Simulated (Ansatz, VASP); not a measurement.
# SnTe: VASP beside Ansatz

```
Sn Te
1.0
    -0.00155    3.54615    3.63913
     3.71804   -0.11697    3.75454
     3.63010    3.57363   -0.02903
Sn Te
1 1
Direct
  0.03174 0.02259 0.00282
  0.71826 0.72741 0.74718
```

Change from the starting cell: all atoms moved at random, cell strained at random.

Alike in both runs: task single point; functional PBE; k mesh 8 × 8 × 8; occupations gaussian, width 0.05 eV; no spin polarisation.

```csv
,VASP,Ansatz
version,VASP 6.6.1,Ansatz 0.2.0
potentials or method,"VASP PAW PBE potentials, release 64 (Sn_d, Te), cutoff 520 eV","scalar-relativistic, plane waves, PAW"
valence electrons in the cell,20,30
```

```csv
,VASP,Ansatz,Ansatz less VASP
gap on the k mesh at the Fermi level (eV),0.18,0.18,+0.005
least direct gap on the mesh (eV),0.83,0.83,+0.006
pressure (GPa),-0.5,-0.5,+0.01
"traceless stress, the component that is largest in VASP (GPa)",-1.41,-1.40,+0.014
rms of the force components (eV/Å),0.402,0.399,-0.0023
```

Atom by atom the forces differ by 0.003 eV/Å (rms over components). VASP's potentials hold 20 valence electrons a cell and Ansatz's 30, so a difference there can come from the potentials and not from the codes.

Spin-orbit coupling is off throughout.
